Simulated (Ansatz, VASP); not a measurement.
**AlGa3P4: VASP beside Ansatz**

File INCAR:

```
SYSTEM = AlGa3P4
PREC = Accurate
ENCUT = 520
EDIFF = 1E-6
ISMEAR = 0
SIGMA = 0.1
LREAL = .FALSE.
LASPH = .TRUE.
NELM = 80
ALGO = Normal
ISIF = 2
LWAVE = .FALSE.
LCHARG = .FALSE.
GGA = PE
NBANDS = 41
```

File KPOINTS:

```
Automatic mesh
0
G
  4 4 2
  0 0 0
```

The input POSCAR:

```
AlGa3P4
1.0
    3.8955583773      0.0000000000      0.0000000000
    0.0000000000      3.8955583773      0.0000000000
    0.0000000000      0.0000000000     11.0071308591
Al Ga P
1 3 4
Direct
    0.5000000000      0.5000000000      0.5000000000
    1.0000000000      0.0000000000      0.7500252342
    0.5000000000      0.5000000000      1.0000000000
    0.0000000000      0.0000000000      0.2499747658
    0.5000000000      0.0000000000      0.8750502494
    0.0000000000      0.5000000000      0.1249497506
    0.5000000000      0.0000000000      0.3755611017
    1.0000000000      0.5000000000      0.6244388983
```

Input for Ansatz:

```yaml
crystal:
  lattice:
    - [3.8955583773, 0.0, 0.0]
    - [0.0, 3.8955583773, 0.0]
    - [0.0, 0.0, 11.0071308591]
  atoms:
    - { symbol: Al, position: [0.5, 0.5, 0.5] }
    - { symbol: Ga, position: [1.0, 0.0, 0.7500252342] }
    - { symbol: Ga, position: [0.5, 0.5, 1.0] }
    - { symbol: Ga, position: [0.0, 0.0, 0.2499747658] }
    - { symbol: P, position: [0.5, 0.0, 0.8750502494] }
    - { symbol: P, position: [0.0, 0.5, 0.1249497506] }
    - { symbol: P, position: [0.5, 0.0, 0.3755611017] }
    - { symbol: P, position: [1.0, 0.5, 0.6244388983] }
basis:
  ecutwfc: 420
kpoints:
  mp_grid: { grid: [4, 4, 2] }
hamiltonian:
  xc: pbe
scf:
  occupations: { method: gaussian, width: 0.1 }
  lower_state_search: "off"
output:
  forces: true
  stress: true
  eigenvalues: true
```

Alike in both runs: task single point; functional PBE; k mesh 4 × 4 × 2; occupations gaussian, width 0.1 eV; no spin polarisation.

```csv
,VASP,Ansatz
version,VASP 6.6.1,Ansatz 0.2.0
potentials or method,"VASP PAW PBE potentials, release 64 (Al, Ga_d, P), cutoff 520 eV","scalar-relativistic, plane waves, PAW"
valence electrons in the cell,62,62
```

VASP gave:

```
gap on the k mesh at the Fermi level (eV)                     : 1.61
least direct gap on the mesh (eV)                             : 1.68
pressure (GPa)                                                : 0.1
traceless stress, the component that is largest in VASP (GPa) : -0.54
rms of the force components (eV/Å)                            : 0.005
```

Task: What did Ansatz give for the same quantities?

Result: gap on the k mesh at the Fermi level (eV): 1.61; least direct gap on the mesh (eV): 1.68; pressure (GPa): 0.1; traceless stress, the component that is largest in VASP (GPa): -0.54; rms of the force components (eV/Å): 0.004.

Atom by atom the forces differ by 0.002 eV/Å (rms over components). With one functional, cell and mesh, what is left measures potentials, basis and numerics.
